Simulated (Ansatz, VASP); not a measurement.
## Two plane-wave programs on In

The input INCAR:

```
ALGO = Fast
EDIFF = 1E-6
ENCUT = 520
ISIF = 2
ISMEAR = 0
LASPH = True
LCHARG = True
LELF = True
LREAL = False
LVHAR = True
LWAVE = False
NBANDS = 12
NELM = 80
PREC = Accurate
SIGMA = 0.15
```

Contents of KPOINTS:

```
k-points
0
Gamma
  22 22 22
```

The input POSCAR:

```
In
1.0
   -1.5714664550      1.5714664550      2.1874813053
    1.5714664550     -1.5714664550      2.1874813053
    1.5714664550      1.5714664550     -2.1874813053
In
1
Direct
    0.0000000000      0.0000000000      0.0000000000
```

Input for Ansatz:

```yaml
crystal:
  lattice:
    - [-1.571466455, 1.571466455, 2.1874813053]
    - [1.571466455, -1.571466455, 2.1874813053]
    - [1.571466455, 1.571466455, -2.1874813053]
  atoms:
    - { symbol: In, position: [0.0, 0.0, 0.0] }
basis:
  ecutwfc: 420
kpoints:
  mp_grid: { grid: [22, 22, 22] }
hamiltonian:
  xc: lda
  pseudopotentials: { kind: paw }
scf:
  occupations: { method: gaussian, width: 0.15 }
output:
  forces: true
  stress: true
  eigenvalues: true
```

Alike in both runs: task single point; functional LDA; k mesh 22 × 22 × 22; occupations gaussian, width 0.15 eV; no spin polarisation.

|  | VASP | Ansatz |
| --- | --- | --- |
| version | VASP 6.6.1 | Ansatz 0.2.0 |
| potentials or method | VASP PAW LDA potentials, release 64 (In_d), cutoff 520 eV | scalar-relativistic, plane waves, PAW |
| valence electrons in the cell | 13 | 13 |

```tsv
	VASP	Ansatz	Ansatz less VASP
gap on the k mesh at the Fermi level (eV)	none	none	-
pressure (GPa)	10.1	9.0	-1.09
```

LDA's correlation is that of Perdew and Zunger in VASP and of Perdew and Wang (1992) in Ansatz. A gap of «none» marks a metal or a gap that the smearing closes.
